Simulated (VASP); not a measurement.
Wanted: the native input for a VASP 6.6.1 run.

```yaml
Task: relaxation of cell and atoms
Functional: RPBE
Potentials_or_basis: VASP PAW PBE potentials, release 64 (Nb_sv)
Cutoff: 500 eV
k_mesh: 9 × 9 × 9
Occupations: gaussian, width 0.1 eV
Spin: no spin polarisation
Target_pressure: 10 GPa
Dipole_correction: no
Further_INCAR_settings: ALGO = Normal; EDIFF = 1e-07; IBRION = 2; EDIFFG = -0.02; NSW = 80; ISIF = 3
```

The structure of Nb lies in POSCAR:

```
Nb
1.0
    0.0000000000      2.0950000000      2.0950000000
    2.0950000000      0.0000000000      2.0950000000
    2.0950000000      2.0950000000      0.0000000000
Nb
1
Direct
    0.0000000000      0.0000000000      0.0000000000
```

This isn't the form of Nb at room conditions, which is bcc.

The input as run:

INCAR

```
SYSTEM = Nb
ALGO     = Normal         ! electronic algorithm
EDIFF    = 1E-7           ! SCF threshold, eV
EDIFFG   = -0.02          ! ionic threshold
ENCUT    = 500            ! plane-wave cutoff, eV
GGA      = RP             ! functional
GGA_COMPAT= .FALSE.      
IBRION   = 2              ! ionic algorithm
ISIF     = 3              ! what is computed and relaxed
ISMEAR   = 0              ! smearing method
LASPH    = .TRUE.         ! aspherical terms in the spheres
LCHARG   = .FALSE.        ! write CHGCAR
LREAL    = .FALSE.        ! projectors in reciprocal space
LWAVE    = .FALSE.        ! write WAVECAR
NELM     = 120            ! most SCF steps
NELMIN   = 4            
NSW      = 80             ! ionic steps
PREC     = Accurate       ! precision mode
PSTRESS  = 100.0        
SIGMA    = 0.1            ! smearing width, eV
```

KPOINTS

```
k-points
0
G
  9 9 9
  0 0 0
```

Potentials or basis: VASP PAW PBE potentials, release 64 (Nb_sv).

Run with:

```console
$ cat potpaw_PBE.64/Nb_sv/POTCAR > POTCAR
$ mpirun -np 1 vasp_std > vasp.out
```

It gave:

| Property | Result |
| --- | --- |
| Relaxed volume | 18.12 Å³/atom |
| Relaxed cell | a = 2.948 Å, b = 2.948 Å, c = 2.948 Å, α = 60.00°, β = 60.00°, γ = 60.00° |
| Space group after relaxing (to 0.1 Å) | Fm-3m (No. 225) |
| Energy change on relaxing (the run minimises the enthalpy) | +14.4 meV/atom |
| Ionic steps | 3 |
| Pressure after relaxing | 10.0 GPa |
| Band gap on the k mesh | zero (an odd number of electrons rules out a gap without spin polarisation) |

Caveat: the cell is relaxed towards a set pressure, so the run minimises the enthalpy, not the energy; the PAW data sets were made with another functional, which shifts forces and pressure a little.

It took 13 s on 1 thread of Intel(R) Xeon(R) Platinum 8488C (Sapphire Rapids), with other jobs on the host, peak memory 0.14 GiB.
